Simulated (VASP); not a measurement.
Set up this calculation in VASP 6.6.1, as the native input.

| Property | Result |
| --- | --- |
| Task | relaxation of cell and atoms |
| Functional | PBE |
| Potentials or basis | VASP PAW PBE potentials, release 64 (Ta_pv, As) |
| Cutoff | 600 eV |
| k mesh | 6 × 6 × 4 |
| Occupations | gaussian, width 0.1 eV |
| Spin | no spin polarisation |
| Dipole correction | no |
| Further INCAR settings | ALGO = Normal; EDIFF = 1e-06; IBRION = 2; EDIFFG = -0.04; NSW = 90; ISIF = 3 |

The structure of TaAs lies in POSCAR:

```
TaAs
1.0
    3.7485300717      0.0000000000      0.0000000000
   -1.8742650358      3.2463222689      0.0000000000
    0.0000000000      0.0000000000      6.0031416408
Ta As
2 2
Direct
    0.3333333333      0.6666666667      0.0000000000
    0.6666666667      0.3333333333      0.5000000000
    0.3333333333      0.6666666667      0.3821000000
    0.6666666667      0.3333333333      0.8821000000
```

One way to write it, as run:

INCAR

```
PREC     = Accurate       # precision mode
ENCUT    = 600            # plane-wave cutoff, eV
EDIFF    = 1E-6           # SCF threshold, eV
ISMEAR   = 0              # smearing method
SIGMA    = 0.1            # smearing width, eV
LREAL    = F              # projectors in reciprocal space
LASPH    = T              # aspherical terms in the spheres
NELM     = 80             # most SCF steps
ALGO     = Normal         # electronic algorithm
ISIF     = 3              # what is computed and relaxed
LWAVE    = F              # write WAVECAR
LCHARG   = F              # write CHGCAR
GGA      = PE             # functional
IBRION   = 2              # ionic algorithm
NSW      = 90             # ionic steps
EDIFFG   = -0.04          # ionic threshold
```

KPOINTS

```
Automatic mesh
0
Gamma
  6 6 4
```

Potentials or basis: VASP PAW PBE potentials, release 64 (Ta_pv, As).

Run with:

```sh
$ cat potpaw_PBE.64/Ta_pv/POTCAR potpaw_PBE.64/As/POTCAR > POTCAR
$ mpirun -np 1 vasp_std > vasp.out
```

It gave:

```
Relaxed volume                        : 20.60 Å³/atom
Relaxed cell                          : a = 3.353 Å, b = 3.353 Å, c = 8.463 Å, α = 90.00°, β = 90.00°, γ = 120.00°
Space group after relaxing (to 0.1 Å) : P6_3mc (No. 186)
Energy gained by relaxing             : 1179.7 meV/atom
Ionic steps                           : 27
Pressure after relaxing               : 0.0 GPa
Largest force after relaxing          : 0.011 eV/Å
Band gap on the k mesh                : zero (bands 16 and 17 overlap by 0.16 eV)
```

Caveat: a cell axis changed by over 15 % at a fixed basis, so the end point is rough; spin-orbit coupling is left out, which moves the levels of the heavy elements.

Wall time 6 min on 1 thread of Intel(R) Xeon(R) 6975P-C (Granite Rapids), on a shared host, peak memory 0.23 GiB.
